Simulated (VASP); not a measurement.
# TePt (R-3m) in VASP: single point with LDA

Aim: the single point of TePt with LDA.

Program: VASP 6.6.1. These are calculated values, not measurements. Logs are shortened: lines on timing, memory, paths and dates and some standing lists are left out, and cuts for length are marked.

## (1) The cell of the first run

The structure is trigonal, space group R-3m (No. 166). The conventional cell has a = 3.935 Å, b = 3.935 Å, c = 19.686 Å, α = 90.00°, β = 90.00°, γ = 120.00°. Within 3.6 Å of Te (site symmetry 3m) lie 6 Pt at 2.58 to 3.50 Å and 3 Te at 3.50 Å. Pt (site symmetry 3m) has 6 Te at 2.58 to 3.50 Å and 3 Pt at 2.69 Å within 3.6 Å.

## (2) Single point, LDA

File INCAR:

```
SYSTEM = TePt
PREC = Accurate ; ENCUT = 520
EDIFF = 1E-6 ; ISMEAR = 0
SIGMA = 0.1 ; LREAL = .False.
LASPH = .True. ; NELM = 60
ALGO = Normal ; ISIF = 2
LWAVE = .False. ; LCHARG = .True.
GGA = CA ; LELF = .True.
LVHAR = .True. ; NBANDS = 24
```

File KPOINTS:

```
regular mesh
0
Gamma
  12 12 12
  0 0 0
```

File POSCAR:

```
TePt
1.0
    1.9676186468      1.1360051554      6.5620065932
   -1.9676186468      1.1360051554      6.5620065932
    0.0000000000     -2.2720103108      6.5620065932
Te Pt
2 2
Direct
    0.5989696831      0.5989696831      0.5989696831
    0.4010303169      0.4010303169      0.4010303169
    0.8699043735      0.8699043735      0.8699043735
    0.1300956265      0.1300956265      0.1300956265
```

Potentials or basis: VASP PAW LDA potentials, release 64 (Te, Pt).

Run with:

```
$ cat potpaw_LDA.64/Te/POTCAR potpaw_LDA.64/Pt/POTCAR > POTCAR
$ mpirun -np 1 vasp_std > vasp.out
```

OUTCAR:

```text
SYSTEM = TePt
   PREC = Accurate
   ENCUT = 520
   EDIFF = 1E-6
   ISMEAR = 0
   LREAL = .False.
   LASPH = .True.
   NELM = 60
   ISIF = 2
   GGA = CA

 ion  position               nearest neighbor table
   1  0.599  0.599  0.599-   3 2.58   3 2.58   3 2.58   2 3.50   2 3.50   2 3.50   4 3.50   4 3.50
                             4 3.50
   2  0.401  0.401  0.401-   4 2.58   4 2.58   4 2.58   1 3.50   1 3.50   1 3.50   3 3.50   3 3.50
                             3 3.50
   3  0.870  0.870  0.870-   1 2.58   1 2.58   1 2.58   4 2.69   4 2.69   4 2.69   2 3.50   2 3.50
                             2 3.50
   4  0.130  0.130  0.130-   2 2.58   2 2.58   2 2.58   3 2.69   3 2.69   3 2.69   1 3.50   1 3.50
                             1 3.50

  LATTYP: Found a trigonal (rhomboedric) cell.
 ALAT       =     6.9442034375
 COS(alpha) =     0.8394290473

  Lattice vectors:

 A1 = (   1.9676186468,   1.1360051554,   6.5620065932)
 A2 = (  -1.9676186468,   1.1360051554,   6.5620065932)
 A3 = (   0.0000000000,  -2.2720103108,   6.5620065932)

Analysis of symmetry for initial positions (statically):
=====================================================================
 Subroutine PRICEL returns:
 Original cell was already a primitive cell.

 Routine SETGRP: Setting up the symmetry group for a
 trigonal (rhombohedral) supercell.

 Subroutine GETGRP returns: Found 12 space group operations
 (whereof 12 operations were pure point group operations)
 out of a pool of 12 trial point group operations.

The static configuration has the point symmetry D_3d.

Analysis of symmetry for dynamics (positions and initial velocities):
=====================================================================
 Subroutine PRICEL returns:
 Original cell was already a primitive cell.

 Routine SETGRP: Setting up the symmetry group for a
 trigonal (rhombohedral) supercell.

 Subroutine GETGRP returns: Found 12 space group operations
 (whereof 12 operations were pure point group operations)
 out of a pool of 12 trial point group operations.

The dynamic configuration has the point symmetry D_3d.

 Subroutine INISYM returns: Found 12 space group operations
 (whereof 12 operations are pure point group operations),
 and found     1 'primitive' translations

----------------------------------------------------------------------------------------

                                     Primitive cell
[... 94 lines left out ...]
   NELM   =     60;   NELMIN=  2; NELMDL= -5     # of ELM steps
   EDIFF  = 0.1E-05   stopping-criterion for ELM
   LREAL  =      F    real-space projection
   EDIFFG = 0.1E-04   stopping-criterion for IOM
   NSW    =      0    number of steps for IOM
   IBRION =     -1    ionic relax: 0-MD 1-quasi-New 2-CG
   NFREE  =      0    steps in history (QN), initial steepest desc. (CG)
   ISIF   =      2    stress and relaxation
   ISYM   =      2    0-nonsym 1-usesym 2-fastsym
   POTIM  = 0.5000    time-step for ionic-motion
   TEBEG  =    0.0;   TEEND  =   0.0 temperature during run
   PSTRESS=    0.0 pullay stress
   NELECT =      32.0000    total number of electrons
   NUPDOWN=      -1.0000    fix difference up-down
   EMIN   =  10.00;   EMAX   =-10.00  energy-range for DOS
   EFERMI =   0.00;   METHOD = LEGACY
   ISMEAR =     0;   SIGMA  =   0.10  broadening in eV -4-tet -1-fermi 0-gaus
   EFERMI_NEDOS =   21; number of points for ismear=-14 and -15
   IALGO  =     38    algorithm
   IMIX   =      4    mixing-type and parameters
     AMIX     =   0.40;   BMIX     =  1.00
     AMIX_MAG =   1.60;   BMIX_MAG =  1.00
  volume/ion in A,a.u.               =      22.00       148.47
  Fermi-wavevector in a.u.,A,eV,Ry     =   1.168481  2.208110 18.576696  1.365349
  Thomas-Fermi vector in A             =   2.304967
   LORBIT       =      0    0 simple, 1 ext, 2 COOP (PROOUT), +10 PAW based schemes
   GGA     = CA    functional components
   LHFCALC =     F    Hartree Fock is set to
   AEXX    =    0.0000 exact exchange contribution
   IVDW    =     0    specifies the selected vdW correction
   LEPSILON=     F    determine dielectric tensor
   LRPA    =     F    only Hartree local field effects (RPA)
 non-spin polarized calculation
 Gauss-broadening in eV      SIGMA  =   0.10
  energy-cutoff  :      520.00
  volume of cell :       88.01
 maximum number of plane-waves:      2403
 NGX is ok and might be reduce to    54
   NGX = 25   NGY = 25   NGZ = 25

 number of electron      32.0000000 magnetization

 Free energy of the ion-electron system (eV)
  ---------------------------------------------------
  ext. energy  EPLUGINS =         0.00000000
  ---------------------------------------------------
  free energy    TOTEN  =       -24.03328240 eV

  energy without entropy =      -24.02556031  energy(sigma->0) =      -24.02942135

 E-fermi :   8.7092     XC(G=0): -11.2577

 val. band max:        8.6939948011   @ k =  -0.3333   0.4167   0.0833
 cond. band min:       8.7270177715   @ k =   0.4167   0.4167   0.1667
 fundamental gap:      0.0330229704
 Fermi energy:         8.7092459661

 k-point     1 :       0.0000    0.0000    0.0000
  band No.  band energies     occupation
      1      -4.8183      2.00000
      2      -3.1253      2.00000
      3       1.7057      2.00000
      4       3.0448      2.00000
      5       3.0448      2.00000
      6       3.7711      2.00000
[... 637 lines left out ...]
     23      16.4017      0.00000
     24      18.0468      0.00000

 [... further k-points ...]

------------------------ aborting loop because EDIFF is reached ----------------------------------------

  FORCE on cell =-STRESS in cart. coord.  units (eV):
  Direction    XX          YY          ZZ          XY          YZ          ZX
  --------------------------------------------------------------------------------------
  -------------------------------------------------------------------------------------
  Total        0.1359470      0.1359470      0.0726586      0.0000000      0.0000000      0.0000000
  in kB        2.4749763      2.4749763      1.3227833      0.0000000      0.0000000      0.0000000
  external PRESSURE =       2.0909119 kB  Pullay stress =       0.0000000 kB

 VOLUME and BASIS-vectors are now :
 -----------------------------------------------------------------------------
  energy-cutoff  :      520.00
  volume of cell :       88.01
      direct lattice vectors                 reciprocal lattice vectors
     1.967618647  1.136005155  6.562006593     0.254114282  0.146712949  0.050797470
    -1.967618647  1.136005155  6.562006593    -0.254114282  0.146712949  0.050797470
     0.000000000 -2.272010311  6.562006593     0.000000000 -0.293425898  0.050797470

 POSITION                                       TOTAL-FORCE (eV/Angst)
 -----------------------------------------------------------------------------------
      0.00000      0.00000     11.79133         0.000000     -0.000000      0.027129
      0.00000      0.00000      7.89469         0.000000      0.000000     -0.027129
      0.00000      0.00000     17.12495         0.000000      0.000000      0.018840
      0.00000      0.00000      2.56107         0.000000     -0.000000     -0.018840
 -----------------------------------------------------------------------------------
    total drift:                                0.000000     -0.000000     -0.000000

  FREE ENERGIE OF THE ION-ELECTRON SYSTEM (eV)
  ---------------------------------------------------
  free  energy   TOTEN  =       -24.0332823993 eV

  energy  without entropy=      -24.0255603054  energy(sigma->0) =      -24.02942135
```

stdout:

```text
POSCAR found type information on POSCAR TePt
 POSCAR found :  2 types and       4 ions
 scaLAPACK will be used
 LDA part: xc-table for (Slater(with rela. corr.)+CA(PZ))
 , standard interpolation
 POSCAR, INCAR and KPOINTS ok, starting setup
 FFT: planning ... GRIDC
 FFT: planning ... GRID_SOFT
 FFT: planning ... GRID
 WAVECAR not read
 entering main loop
```

It took 14 min on 1 thread of Intel Xeon Platinum 8488C (Sapphire Rapids), shared host; peak memory 0.57 GiB.

Results:

```yaml
Free_energy: -24.0333 eV
Pressure: 0.2 GPa
Largest_force: 0.027 eV/Å
Band_gap_on_the_k_mesh: zero (bands 16 and 17 overlap by 2.67 eV)
```

Forces on the atoms (eV/Å):
```
Te   0.000  0.000  0.027
Te   0.000  0.000 -0.027
Pt   0.000  0.000  0.019
Pt   0.000  0.000 -0.019
```

Stress tensor (GPa, compression positive):
```
0.25 0.00 0.00
0.00 0.25 0.00
0.00 0.00 0.13
```

Caveat: spin-orbit coupling is left out, which moves the levels of the heavy elements.

The gap in the log of VASP goes by the Fermi energy; the results here count the filled bands.